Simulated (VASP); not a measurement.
GaN, 2 atoms in the cell. Symmetry: F-43m, No. 216, cubic system. Conventional cell: a = 4.513 Å, b = 4.513 Å, c = 4.513 Å, α = 90.00°, β = 90.00°, γ = 90.00°. Within 2.6 Å of Ga (site symmetry -43m) lie 4 N at 1.95 Å. N (site symmetry -43m) has 4 Ga at 1.95 Å within 2.6 Å. 

| Item | Value |
| --- | --- |
| Program | VASP 6.6.1 |
| Task | single point |
| Functional | r2SCAN |
| Potentials or basis | VASP PAW PBE potentials, release 64 (Ga_d, N) |
| Cutoff | 520 eV |
| k mesh | 10 × 10 × 10 |
| Occupations | gaussian, width 0.01 eV |
| Spin | no spin polarisation |
| Dipole correction | no |
| Further INCAR settings | ALGO = Normal; EDIFF = 1e-07; NBANDS = 16 |

Potentials or basis: VASP PAW PBE potentials, release 64 (Ga_d, N).

Run with:

```bash
$ cat potpaw_PBE.64/Ga_d/POTCAR potpaw_PBE.64/N/POTCAR > POTCAR
$ cp INCAR.step1 INCAR
$ mpirun -np 1 vasp_std > vasp.out
$ cp INCAR.step2 INCAR
$ mpirun -np 1 vasp_std > vasp.out
```

Hardware: 1 thread of Intel(R) Xeon(R) 6975P-C (Granite Rapids), on a shared host.

Problem. How long does it take, and how much memory?

Solution. Run time: 30 s on 1 thread of Intel(R) Xeon(R) 6975P-C (Granite Rapids), with other jobs on the host, peak memory 0.15 GiB. Counts: k points 47.
